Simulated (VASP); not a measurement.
# Sn: relaxation of cell and atoms with BLYP+D3(BJ)

Crystal: Sn.

```
CELL_PARAMETERS angstrom
0.00000 3.23334 3.23334
3.23334 0.00000 3.23334
3.23334 3.23334 0.00000
ATOMIC_POSITIONS crystal
Sn 0.75000 0.75000 0.75000
Sn 0.50000 0.50000 0.50000
```

```yaml
Program: VASP 6.6.1
Task: relaxation of cell and atoms
Functional: BLYP
Dispersion: D3(BJ)
Potentials_or_basis: VASP PAW PBE potentials, release 64 (Sn_d)
Cutoff: 600 eV
k_mesh: 7 × 7 × 7
Occupations: fermi-dirac, width 0.05 eV
Spin: no spin polarisation
Dipole_correction: no
Further_INCAR_settings: ALGO = Normal; EDIFF = 1e-07; IBRION = 2; EDIFFG = -0.01; NSW = 60; ISIF = 3
```

```json
{
  "Relaxed volume": "35.86 Å³/atom",
  "Relaxed cell": "a = 4.664 Å, b = 4.664 Å, c = 4.664 Å, α = 60.00°, β = 60.00°, γ = 60.00°",
  "Space group after relaxing (to 0.05 Å)": "Fd-3m (No. 227)",
  "Energy gained by relaxing": "15.2 meV/atom",
  "Ionic steps": "3",
  "Pressure after relaxing": "0.0 GPa",
  "Band gap on the k mesh": "zero (band 14 reaches 5.66 eV, above the bottom of band 15 at 5.49 eV)",
  "Dispersion energy per atom": "-0.690 eV"
}
```

The path:
```tsv
step	energy change (eV)	largest force (eV/Å)	pressure (GPa)	volume (Å³)
1	0.0000	0.0000	2.53	67.61
2	-0.0281	0.0000	-0.58	72.97
3	-0.0304	0.0000	0.00	71.72
```

Final structure:
```cif
data_structure
_symmetry_space_group_name_H-M 'P 1'
_symmetry_Int_Tables_number 1
_cell_length_a 4.6635
_cell_length_b 4.6635
_cell_length_c 4.6635
_cell_angle_alpha 60.000
_cell_angle_beta 60.000
_cell_angle_gamma 60.000
_cell_volume 71.72
loop_
_atom_site_label
_atom_site_type_symbol
_atom_site_fract_x
_atom_site_fract_y
_atom_site_fract_z
_atom_site_occupancy
Sn1 Sn 0.75000 0.75000 0.75000 1
Sn2 Sn 0.50000 0.50000 0.50000 1
```

Levels at points of the mesh, in eV from the Fermi level:
| k point | band 12 | band 13 | band 14 | band 15 | band 16 | band 17 |
| --- | --- | --- | --- | --- | --- | --- |
| (0.00, 0.00, 0.00) | -1.04 | 0.19 | 0.19 | 0.19 | 2.26 | 2.26 |

It took 110 s on 1 thread of Intel(R) Xeon(R) Platinum 8559C (Emerald Rapids), with other jobs on the host, peak memory 0.25 GiB.

Caveat: the PAW data sets were made with another functional, which shifts forces and pressure a little; spin-orbit coupling is left out, which moves the levels of the heavy elements; pairwise dispersion overbinds metals, which lowers pressure and volume. Zero-point motion and thermal expansion aren't in these numbers.
